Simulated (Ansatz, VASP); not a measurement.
## CsSnI3: VASP beside Ansatz

File INCAR:

```
ALGO = Normal
EDIFF = 1E-7
ENCUT = 520
GGA = PE
ISIF = 2
ISMEAR = -1
LASPH = T
LCHARG = T
LELF = T
LREAL = F
LVHAR = T
LWAVE = F
NBANDS = 30
NELM = 60
PREC = Accurate
SIGMA = 0.02
```

The input KPOINTS:

```
k-points
0
Gamma
  4 4 4
```

POSCAR

```
CsSnI3
1.0
    6.2414907048      0.0000000000      0.0000000000
    0.0000000000      6.2414907048      0.0000000000
    0.0000000000      0.0000000000      6.1166608907
Cs Sn I
1 1 3
Direct
    0.0000000000      0.0000000000      0.0000000000
    0.5000000000      0.5000000000      0.5000000000
    0.5000000000      0.5000000000      0.0000000000
    0.5000000000      0.0000000000      0.5000000000
    0.0000000000      0.5000000000      0.5000000000
```

Input for Ansatz:

```yaml
crystal:
  lattice:
    - [6.2414907048, 0.0, 0.0]
    - [0.0, 6.2414907048, 0.0]
    - [0.0, 0.0, 6.1166608907]
  atoms:
    - { symbol: Cs, position: [0.0, 0.0, 0.0] }
    - { symbol: Sn, position: [0.5, 0.5, 0.5] }
    - { symbol: I, position: [0.5, 0.5, 0.0] }
    - { symbol: I, position: [0.5, 0.0, 0.5] }
    - { symbol: I, position: [0.0, 0.5, 0.5] }
kpoints:
  mp_grid: { grid: [4, 4, 4] }
  band_path:
    path: [[0.0, 0.0, 0.0], [0.0, 0.5, 0.0], [0.5, 0.5, 0.0], [0.5, 0.5, 0.5]]
    npoints: 1
hamiltonian:
  xc: pbe
scf:
  occupations: { method: fermi_dirac, width: 0.02 }
  n_extra_bands: 5
output:
  forces: true
  stress: true
  eigenvalues: true
```

Change from the starting cell: uniaxial_z strain -2.0%.

Alike in both runs: task single point; functional PBE; k mesh 4 × 4 × 4; occupations fermi-dirac, width 0.02 eV; no spin polarisation.

|  | VASP | Ansatz |
| --- | --- | --- |
| version | VASP 6.6.1 | Ansatz 0.2.0 |
| potentials or method | VASP PAW PBE potentials, release 64 (Cs_sv, Sn_d, I) | plane waves, PAW |
| plane-wave cutoff (eV) | 520 | 420 |
| valence electrons in the cell | 44 | 74 |

|  | VASP | Ansatz | Ansatz less VASP |
| --- | --- | --- | --- |
| pressure (GPa) | 0.9 | 0.9 | 0.00 |
| traceless stress, the component that is largest in VASP (GPa) | 0.54 | 0.54 | 0.000 |

The functional is the same, so the differences come from potentials, cutoffs and numerics. VASP's potentials hold 44 valence electrons a cell and Ansatz's 74, so a difference there can come from the potentials and not from the codes.

Spin-orbit coupling is off throughout.
